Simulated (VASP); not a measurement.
Here is a VASP 6.6.1 calculation.

INCAR

```
SYSTEM = Ta2AlC2N
ALGO = Normal ; EDIFF = 1E-6
ENCUT = 520 ; GGA = PE
ISIF = 2 ; ISMEAR = 0
LASPH = .TRUE. ; LCHARG = .FALSE.
LREAL = .FALSE. ; LWAVE = .FALSE.
NBANDS = 28 ; NELM = 60
PREC = Accurate ; SIGMA = 0.1
```

KPOINTS

```
k-points
0
G
  6 6 6
  0 0 0
```

POSCAR

```
Ta2AlC2N
1.0
   -1.9423436500      1.9423436500      5.1790373600
    1.9423436500     -1.9423436500      5.1790373600
    1.9423436500      1.9423436500     -5.1790373600
Ta Al C N
2 1 2 1
Direct
    0.6457520100      0.6457520100      0.0000000000
    0.3542479900      0.3542479900      0.0000000000
    0.0000000000      0.0000000000      0.0000000000
    0.2500000000      0.7500000000      0.5000000000
    0.7500000000      0.2500000000      0.5000000000
    0.5000000000      0.5000000000      0.0000000000
```

Potentials or basis: VASP PAW PBE potentials, release 64 (Ta_pv, Al, C, N).

Run with:

```console
$ cat potpaw_PBE.64/Ta_pv/POTCAR potpaw_PBE.64/Al/POTCAR potpaw_PBE.64/C/POTCAR potpaw_PBE.64/N/POTCAR > POTCAR
$ mpirun -np 1 vasp_std > vasp.out
```

Task: Estimate the band gap on the k mesh.

Result: Zero (bands 19 and 20 overlap by 1.40 eV).

Task: Estimate the pressure.

Result: 68.1 GPa.

Task: What does it give for the largest force?

Result: 35.132 eV/Å.

Forces on the atoms (eV/Å):
```
Ta    0.000   0.000  35.132
Ta    0.000   0.000 -35.132
Al    0.000   0.000   0.000
C     0.000   0.000   0.000
C     0.000   0.000   0.000
N     0.000   0.000   0.000
```

Caveat: atoms lie so close that the PAW spheres overlap strongly, which falsifies energies and pressures; the cell stands under pressure; spin-orbit coupling is left out, which moves the levels of the heavy elements; forces of over 1 eV/Å act on the atoms, so gaps and moduli don't describe the material at rest.
